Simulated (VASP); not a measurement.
Wanted: the native input for a VASP 6.6.1 run.

```yaml
Task: single point
Functional: PBE
Potentials_or_basis: VASP PAW PBE potentials, release 64 (Si, Mo_sv)
Cutoff: 520 eV
k_mesh: 12 × 12 × 6
Occupations: gaussian, width 0.1 eV
Spin: no spin polarisation
Dipole_correction: no
Further_INCAR_settings: ALGO = Normal; EDIFF = 1e-06; NBANDS = 31
```

The structure of Si2Mo lies in POSCAR:

```
Si2Mo
1.0
    3.2530369060      0.0000000000      0.0000000000
    0.0000000000      3.2530369060      0.0000000000
    0.0000000000      0.0000000000      7.5187340833
Si Mo
4 2
Direct
    0.0000000000      0.0000000000      0.3347834794
    0.5000000000      0.5000000000      0.1652165206
    0.5000000000      0.5000000000      0.8347834794
    0.0000000000      0.0000000000      0.6652165206
    0.0000000000      0.0000000000      0.0000000000
    0.5000000000      0.5000000000      0.5000000000
```

This cell differs from its parent crystal: uniaxial strain along c: -4.5 %.

The input as run:

INCAR

```
ALGO     = Normal         # electronic algorithm
EDIFF    = 1E-6           # SCF threshold, eV
ENCUT    = 520            # plane-wave cutoff, eV
GGA      = PE             # functional
ISIF     = 2              # what is computed and relaxed
ISMEAR   = 0              # smearing method
LASPH    = True           # aspherical terms in the spheres
LCHARG   = True           # write CHGCAR
LELF     = True           # ELF
LREAL    = False          # projectors in reciprocal space
LVHAR    = True         
LWAVE    = False          # write WAVECAR
NBANDS   = 31             # bands
NELM     = 100            # most SCF steps
PREC     = Accurate       # precision mode
SIGMA    = 0.1            # smearing width, eV
```

KPOINTS

```
k-points
0
Gamma
  12 12 6
```

Potentials or basis: VASP PAW PBE potentials, release 64 (Si, Mo_sv).

Run with:

```console
$ cat potpaw_PBE.64/Si/POTCAR potpaw_PBE.64/Mo_sv/POTCAR > POTCAR
$ mpirun -np 1 vasp_std > vasp.out
```

Results of the run:

```
Pressure               : 7.3 GPa
Largest force          : 0.009 eV/Å
Band gap on the k mesh : zero (bands 22 and 23 overlap by 0.77 eV)
```

Caveat: the cell differs from its parent crystal (uniaxial strain along c: -4.5 %); the cell stands under pressure.

Wall time 85 s on 1 thread of Intel(R) Xeon(R) 6975P-C (Granite Rapids) (shared host), peak memory 0.32 GiB.
